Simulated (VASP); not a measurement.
# W (Pbcm) in VASP: notebook

Aim: see how the results for W move with the level of theory and the settings. Levels: LDA, r2SCAN. Tasks: single point.

Everything below comes from runs of VASP 6.6.1. Logs are shortened: lines on timing, memory, paths and dates and some standing lists are left out, and cuts for length are marked.

## (1) The cell of the first run

The structure is orthorhombic, space group Pbcm (No. 57). Conventional cell: a = 2.772 Å, b = 4.798 Å, c = 4.857 Å, α = 90.00°, β = 90.00°, γ = 90.00°. W (site symmetry m) has 12 W at 2.66 to 3.02 Å within 3.5 Å.

## (2) Single point, LDA

INCAR

```
SYSTEM = W
  ALGO = Fast
  EDIFF = 1E-7
  ENCUT = 520
  GGA = CA
  ISIF = 2
  ISMEAR = -1
  LASPH = .True.
  LCHARG = .False.
  LREAL = .False.
  LWAVE = .False.
  NBANDS = 36
  NELM = 60
  PREC = Accurate
  SIGMA = 0.05
```

KPOINTS

```
k-points
0
Gamma
  9 6 6
  0 0 0
```

POSCAR

```
W
1.0
    2.7716889397      0.0000000000      0.0000000000
    0.0000000000      4.7981339688      0.0000000000
    0.0000000000      0.0000000000      4.8571504237
W
4
Direct
    0.7931720000      0.9368430000      0.7500000000
    0.2068280000      0.4368430000      0.7500000000
    0.2068280000      0.0631570000      0.2500000000
    0.7931720000      0.5631570000      0.2500000000
```

Potentials or basis: VASP PAW LDA potentials, release 64 (W_sv).

Run with:

```console
$ cat potpaw_LDA.64/W_sv/POTCAR > POTCAR
$ mpirun -np 1 vasp_std > vasp.out
```

OUTCAR:

```text
SYSTEM = W
   EDIFF = 1E-7
   ENCUT = 520
   GGA = CA
   ISIF = 2
   ISMEAR = -1
   LASPH = .True.
   LREAL = .False.
   NELM = 60
   PREC = Accurate

 ion  position               nearest neighbor table
   1  0.793  0.937  0.750-   2 2.66   2 2.66   3 2.75   3 2.75   2 2.90   2 2.90   3 2.98   3 2.98
                             4 3.02   4 3.02
   2  0.207  0.437  0.750-   1 2.66   1 2.66   4 2.75   4 2.75   1 2.90   1 2.90   4 2.98   4 2.98
                             3 3.02   3 3.02
   3  0.207  0.063  0.250-   4 2.66   4 2.66   1 2.75   1 2.75   4 2.90   4 2.90   1 2.98   1 2.98
                             2 3.02   2 3.02
   4  0.793  0.563  0.250-   3 2.66   3 2.66   2 2.75   2 2.75   3 2.90   3 2.90   2 2.98   2 2.98
                             1 3.02   1 3.02

  LATTYP: Found a simple orthorhombic cell.
 ALAT       =     2.7716889397
 B/A-ratio  =     1.7311228183
 C/A-ratio  =     1.7524154151

  Lattice vectors:

 A1 = (   2.7716889397,   0.0000000000,   0.0000000000)
 A2 = (   0.0000000000,   4.7981339688,   0.0000000000)
 A3 = (   0.0000000000,   0.0000000000,   4.8571504237)

Analysis of symmetry for initial positions (statically):
=====================================================================
 Subroutine PRICEL returns:
 Original cell was already a primitive cell.

 Routine SETGRP: Setting up the symmetry group for a
 simple orthorhombic supercell.

 Subroutine GETGRP returns: Found  8 space group operations
 (whereof  2 operations were pure point group operations)
 out of a pool of  8 trial point group operations.

The static configuration has the point symmetry S_2 .
 The point group associated with its full space group is D_2h.

Analysis of symmetry for dynamics (positions and initial velocities):
=====================================================================
 Subroutine PRICEL returns:
 Original cell was already a primitive cell.

 Routine SETGRP: Setting up the symmetry group for a
 simple orthorhombic supercell.

 Subroutine GETGRP returns: Found  8 space group operations
 (whereof  2 operations were pure point group operations)
 out of a pool of  8 trial point group operations.

The dynamic configuration has the point symmetry S_2 .
 The point group associated with its full space group is D_2h.

 Subroutine INISYM returns: Found  8 space group operations
 (whereof  2 operations are pure point group operations),
 and found     1 'primitive' translations

----------------------------------------------------------------------------------------

                                     Primitive cell

  volume of cell :      64.5949

  direct lattice vectors                    reciprocal lattice vectors
     2.771688940  0.000000000  0.000000000     0.360790847  0.000000000  0.000000000
     0.000000000  4.798133969  0.000000000     0.000000000  0.208414356  0.000000000
     0.000000000  0.000000000  4.857150424     0.000000000  0.000000000  0.205882032

  length of vectors
     2.771688940  4.798133969  4.857150424     0.360790847  0.208414356  0.205882032

  position of ions in fractional coordinates (direct lattice)
     0.793172000  0.936843000  0.750000000
     0.206828000  0.436843000  0.750000000
     0.206828000  0.063157000  0.250000000
     0.793172000  0.563157000  0.250000000

  ion indices of the primitive-cell ions
   primitive index   ion index
                 1           1
                 2           2
                 3           3
                 4           4

----------------------------------------------------------------------------------------

 KPOINTS: k-points

Automatic generation of k-mesh.
 Grid dimensions read from file:
 generate k-points for:    9    6    6

 Generating k-lattice:

  Cartesian coordinates                     Fractional coordinates (reciprocal lattice)
     0.040087872  0.000000000  0.000000000     0.111111111  0.000000000  0.000000000
     0.000000000  0.034735726  0.000000000     0.000000000  0.166666667  0.000000000
     0.000000000  0.000000000  0.034313672     0.000000000  0.000000000  0.166666667

  Length of vectors
     0.040087872  0.034735726  0.034313672

  Shift w.r.t. Gamma in fractional coordinates (k-lattice)
     0.000000000  0.000000000  0.000000000

 Subroutine IBZKPT returns following result:
 ===========================================

 Found     80 irreducible k-points:

 Following reciprocal coordinates:
            Coordinates               Weight
  0.000000  0.000000  0.000000      1.000000
  0.111111  0.000000  0.000000      2.000000
  0.222222  0.000000  0.000000      2.000000
  0.333333  0.000000  0.000000      2.000000
  0.444444  0.000000  0.000000      2.000000
  0.000000  0.166667  0.000000      2.000000
[... 16 lines left out ...]
  0.222222  0.000000  0.166667      4.000000
  0.333333  0.000000  0.166667      4.000000
 [... further k-points ...]
   k-points           NKPTS =     80   k-points in BZ     NKDIM =     80   number of bands    NBANDS=     36
   number of dos      NEDOS =    301   number of ions     NIONS =      4
   total plane-waves  NPLWV =  31104
   dimension x,y,z NGX =    24 NGY =   36 NGZ =   36
   dimension x,y,z NGXF=    48 NGYF=   72 NGZF=   72
   ions per type =               4
   NGX,Y,Z   is equivalent  to a cutoff of  14.40, 12.47, 12.32 a.u.
   NGXF,Y,Z  is equivalent  to a cutoff of  28.79, 24.95, 24.64 a.u.
 SYSTEM =  W
   PREC   = accura    normal or accurate (medium, high low for compatibility)
   ISTART =      0    job   : 0-new  1-cont  2-samecut
   ICHARG =      2    charge: 1-file 2-atom 10-const
   ISPIN  =      1    spin polarized calculation?
   LNONCOLLINEAR =      F non collinear calculations
   LSORBIT =      F    spin-orbit coupling
   LASPH  =      T    aspherical Exc in radial PAW
   ENCUT  =  520.0 eV  38.22 Ry    6.18 a.u.   5.15  8.92  9.03*2*pi/ulx,y,z
   NELM   =     60;   NELMIN=  2; NELMDL= -5     # of ELM steps
   EDIFF  = 0.1E-06   stopping-criterion for ELM
   LREAL  =      F    real-space projection
   EDIFFG = 0.1E-05   stopping-criterion for IOM
   NSW    =      0    number of steps for IOM
   IBRION =     -1    ionic relax: 0-MD 1-quasi-New 2-CG
   NFREE  =      0    steps in history (QN), initial steepest desc. (CG)
   ISIF   =      2    stress and relaxation
   ISYM   =      2    0-nonsym 1-usesym 2-fastsym
   POTIM  = 0.5000    time-step for ionic-motion
   TEBEG  =    0.0;   TEEND  =   0.0 temperature during run
   PSTRESS=    0.0 pullay stress
   NELECT =      56.0000    total number of electrons
   NUPDOWN=      -1.0000    fix difference up-down
   EMIN   =  10.00;   EMAX   =-10.00  energy-range for DOS
   EFERMI =   0.00;   METHOD = LEGACY
   ISMEAR =    -1;   SIGMA  =   0.05  broadening in eV -4-tet -1-fermi 0-gaus
   EFERMI_NEDOS =   21; number of points for ismear=-14 and -15
   IALGO  =     68    algorithm
   IMIX   =      4    mixing-type and parameters
     AMIX     =   0.40;   BMIX     =  1.00
     AMIX_MAG =   1.60;   BMIX_MAG =  1.00
  volume/ion in A,a.u.               =      16.15       108.98
  Fermi-wavevector in a.u.,A,eV,Ry     =   1.561006  2.949874 33.153877  2.436741
  Thomas-Fermi vector in A             =   2.664135
   LORBIT       =      0    0 simple, 1 ext, 2 COOP (PROOUT), +10 PAW based schemes
   GGA     = CA    functional components
   LHFCALC =     F    Hartree Fock is set to
   AEXX    =    0.0000 exact exchange contribution
   IVDW    =     0    specifies the selected vdW correction
   LEPSILON=     F    determine dielectric tensor
   LRPA    =     F    only Hartree local field effects (RPA)
 non-spin polarized calculation
 RMM-DIIS sequential band-by-band and
  energy-cutoff  :      520.00
  volume of cell :       64.59
 maximum number of plane-waves:      1760
 NGX is ok and might be reduce to    24
   NGX = 11   NGY = 17   NGZ = 19

 number of electron      56.0000005 magnetization

 Free energy of the ion-electron system (eV)
  ---------------------------------------------------
  ext. energy  EPLUGINS =         0.00000000
  ---------------------------------------------------
  free energy    TOTEN  =       -54.38372453 eV

  energy without entropy =      -54.35496438  energy(sigma->0) =      -54.36934445

 E-fermi :  10.7222     XC(G=0): -13.6960

 val. band max:       10.7217385852   @ k =   0.1111   0.1667   0.3333
 cond. band min:      10.7523468172   @ k =   0.1111   0.1667   0.1667
 fundamental gap:      0.0306082319
 Fermi energy:        10.7222097985

 k-point     1 :       0.0000    0.0000    0.0000
  band No.  band energies     occupation
      1     -62.6190      2.00000
      2     -62.5236      2.00000
      3     -62.4835      2.00000
      4     -62.4238      2.00000
      5     -27.7692      2.00000
      6     -27.6976      2.00000
[... 28 lines left out ...]
     35      15.0104      0.00000
     36      15.4370      0.00000

 k-point     2 :       0.1111    0.0000    0.0000
  band No.  band energies     occupation
      1     -62.6084      2.00000
      2     -62.5166      2.00000
      3     -62.4782      2.00000
      4     -62.4221      2.00000
      5     -27.7299      2.00000
      6     -27.6624      2.00000
[... 28 lines left out ...]
     35      14.5584      0.00000
     36      14.9502      0.00000

 k-point     3 :       0.2222    0.0000    0.0000
  band No.  band energies     occupation
      1     -62.5805      2.00000
      2     -62.4986      2.00000
      3     -62.4651      2.00000
      4     -62.4187      2.00000
      5     -27.6222      2.00000
      6     -27.5658      2.00000
[... 28 lines left out ...]
     35      14.0331      0.00000
     36      14.6545      0.00000
[... 742 lines left out ...]
 k-point    23 :       0.2222    0.0000    0.1667
  band No.  band energies     occupation
      1     -62.5751      2.00000
      2     -62.5041      2.00000
      3     -62.4620      2.00000
      4     -62.4219      2.00000
      5     -27.6274      2.00000
      6     -27.5177      2.00000
[... 28 lines left out ...]
     35      13.5279      0.00000
     36      14.6155      0.00000

 k-point    24 :       0.3333    0.0000    0.1667
  band No.  band energies     occupation
      1     -62.5412      2.00000
      2     -62.4821      2.00000
      3     -62.4484      2.00000
      4     -62.4201      2.00000
      5     -27.4796      2.00000
      6     -27.4335      2.00000
[... 28 lines left out ...]
     35      13.9599      0.00000
     36      14.6386      0.00000

 [... further k-points ...]

------------------------ aborting loop because EDIFF is reached ----------------------------------------

  FORCE on cell =-STRESS in cart. coord.  units (eV):
  Direction    XX          YY          ZZ          XY          YZ          ZX
  --------------------------------------------------------------------------------------
  -------------------------------------------------------------------------------------
  Total       -0.8461388     -1.2970452     -1.7743549      0.0000000      0.0000000      0.0000000
  in kB      -20.9871642    -32.1712016    -44.0101303      0.0000000      0.0000000      0.0000000
  external PRESSURE =     -32.3894987 kB  Pullay stress =       0.0000000 kB

 VOLUME and BASIS-vectors are now :
 -----------------------------------------------------------------------------
  energy-cutoff  :      520.00
  volume of cell :       64.59
      direct lattice vectors                 reciprocal lattice vectors
     2.771688940  0.000000000  0.000000000     0.360790847  0.000000000  0.000000000
     0.000000000  4.798133969  0.000000000     0.000000000  0.208414356  0.000000000
     0.000000000  0.000000000  4.857150424     0.000000000  0.000000000  0.205882032

 POSITION                                       TOTAL-FORCE (eV/Angst)
 -----------------------------------------------------------------------------------
      2.19843      4.49510      3.64286        -0.101093      0.063223      0.000000
      0.57326      2.09603      3.64286         0.101093      0.063223     -0.000000
      0.57326      0.30304      1.21429         0.101093     -0.063223     -0.000000
      2.19843      2.70210      1.21429        -0.101093     -0.063223      0.000000
 -----------------------------------------------------------------------------------
    total drift:                                0.000000      0.000000     -0.000000

  FREE ENERGIE OF THE ION-ELECTRON SYSTEM (eV)
  ---------------------------------------------------
  free  energy   TOTEN  =       -54.3837245303 eV

  energy  without entropy=      -54.3549643795  energy(sigma->0) =      -54.36934445
```

It took 4.4 min on 1 thread of AMD EPYC 7R43 (Zen 3), shared host; peak memory 0.2 GiB.

What came out:

```yaml
Free_energy: -54.3837 eV
Pressure: -3.2 GPa
Largest_force: 0.119 eV/Å
Band_gap_on_the_k_mesh: zero (bands 28 and 29 overlap by 1.35 eV)
```

Forces in eV/Å, atoms in the order of the input:
```
W   -0.101  0.063  0.000
W    0.101  0.063  0.000
W    0.101 -0.063  0.000
W   -0.101 -0.063  0.000
```

Caveat: the cell stands under tension; spin-orbit coupling is left out, which moves the levels of the heavy elements.

## (3) Single point, LDA

This run uses another cell than the first one, of 16.82 Å³/atom.

INCAR

```
PREC = Accurate
ENCUT = 520
EDIFF = 1E-7
ISMEAR = -1
SIGMA = 0.05
LREAL = False
LASPH = True
NELM = 100
ALGO = Fast
ISIF = 2
LWAVE = False
LCHARG = False
NBANDS = 36
```

KPOINTS

```
Automatic mesh
0
Gamma
  9 6 6
```

POSCAR

```
W
1.0
    2.8096620000      0.0000000000      0.0000000000
    0.0000000000      4.8638700000      0.0000000000
    0.0000000000      0.0000000000      4.9236950000
W
4
Direct
    0.7931720000      0.9368430000      0.7500000000
    0.2068280000      0.4368430000      0.7500000000
    0.2068280000      0.0631570000      0.2500000000
    0.7931720000      0.5631570000      0.2500000000
```

Potentials or basis: VASP PAW LDA potentials, release 64 (W_sv).

Run with:

```console
$ cat potpaw_LDA.64/W_sv/POTCAR > POTCAR
$ mpirun -np 1 vasp_std > vasp.out
```

Run time: 4.2 min. Hardware: 1 thread of AMD EPYC 7R43 (Zen 3), shared host; peak memory 0.22 GiB.

The run converged. Its results:

| Item | Value |
| --- | --- |
| Free energy | -54.2344 eV |
| Pressure | -14.3 GPa |
| Largest force | 0.102 eV/Å |
| Band gap on the k mesh | zero (bands 28 and 29 overlap by 1.26 eV) |

Forces in eV/Å, atoms in the order of the input:
```
W    0.068  0.077  0.000
W   -0.068  0.077  0.000
W   -0.068 -0.077  0.000
W    0.068 -0.077  0.000
```

Stress tensor (GPa, compression positive):
```
-13.83   0.00   0.00
  0.00 -14.76   0.00
  0.00   0.00 -14.35
```

Levels at points of the mesh, in eV from the Fermi level:
| k point | band 24 | band 25 | band 26 | band 27 | band 28 | band 29 | band 30 | band 31 | band 32 | band 33 |
| --- | --- | --- | --- | --- | --- | --- | --- | --- | --- | --- |
| (0.00, 0.00, 0.00) | -0.53 | -0.44 | -0.39 | -0.36 | -0.35 | -0.28 | -0.04 | 0.51 | 1.51 | 2.39 |
| (0.00, 0.50, 0.00) | -1.95 | -1.45 | -1.45 | 0.32 | 0.32 | 0.34 | 0.34 | 0.83 | 0.83 | 1.97 |
| (0.00, 0.00, 0.50) | -2.09 | -0.82 | -0.82 | -0.15 | -0.15 | 0.74 | 0.74 | 1.75 | 1.75 | 3.17 |
| (0.00, 0.50, 0.50) | -2.81 | -1.14 | -1.14 | -1.14 | -1.14 | 1.64 | 1.64 | 1.64 | 1.64 | 2.63 |

Caveat: the cell stands under tension; spin-orbit coupling is left out, which moves the levels of the heavy elements.

## (4) Single point, LDA

This run uses another cell than the first one, of 17.49 Å³/atom.

INCAR

```
ALGO = Fast
EDIFF = 1E-6
ENCUT = 520
ISIF = 2
ISMEAR = -1
LASPH = True
LCHARG = False
LREAL = False
LWAVE = False
NBANDS = 36
NELM = 100
PREC = Accurate
SIGMA = 0.05
```

KPOINTS

```
k-points
0
Gamma
  9 6 6
```

POSCAR

```
W
1.0
    2.8466354769      0.0000000000      0.0000000000
    0.0000000000      4.9278756295      0.0000000000
    0.0000000000      0.0000000000      4.9884878908
W
4
Direct
    0.7931720000      0.9368430000      0.7500000000
    0.2068280000      0.4368430000      0.7500000000
    0.2068280000      0.0631570000      0.2500000000
    0.7931720000      0.5631570000      0.2500000000
```

Run with:

```console
$ cat potpaw_LDA.64/W_sv/POTCAR > POTCAR
$ mpirun -np 1 vasp_std > vasp.out
```

Run time: 4.4 min. Hardware: 1 thread of AMD EPYC 7R43 (Zen 3), shared host; peak memory 0.22 GiB.

Results (log left out):

* Free energy: -53.9177 eV
* Pressure: -23.2 GPa
* Largest force: 0.232 eV/Å
* Band gap on the k mesh: zero (bands 28 and 29 overlap by 1.19 eV)

Forces in eV/Å, atoms in the order of the input:
```
W    0.216  0.084  0.000
W   -0.216  0.084  0.000
W   -0.216 -0.084  0.000
W    0.216 -0.084  0.000
```

Stress tensor (GPa, compression positive):
```
-23.30   0.00   0.00
  0.00 -24.00   0.00
  0.00   0.00 -22.34
```

Levels at points of the mesh, in eV from the Fermi level:
| k point | band 24 | band 25 | band 26 | band 27 | band 28 | band 29 | band 30 | band 31 | band 32 | band 33 |
| --- | --- | --- | --- | --- | --- | --- | --- | --- | --- | --- |
| (0.00, 0.00, 0.00) | -0.56 | -0.43 | -0.35 | -0.35 | -0.32 | -0.25 | -0.11 | 0.50 | 1.44 | 2.28 |
| (0.00, 0.50, 0.00) | -1.87 | -1.38 | -1.38 | 0.30 | 0.30 | 0.33 | 0.33 | 0.80 | 0.80 | 1.89 |
| (0.00, 0.00, 0.50) | -2.00 | -0.76 | -0.76 | -0.13 | -0.13 | 0.67 | 0.67 | 1.68 | 1.68 | 3.00 |
| (0.00, 0.50, 0.50) | -2.65 | -1.11 | -1.11 | -1.11 | -1.11 | 1.57 | 1.57 | 1.57 | 1.57 | 2.49 |

Caveat: the cell stands under tension; spin-orbit coupling is left out, which moves the levels of the heavy elements.

[end of part 1 of 2]

The gap in the log of VASP goes by the Fermi energy; the results here count the filled bands.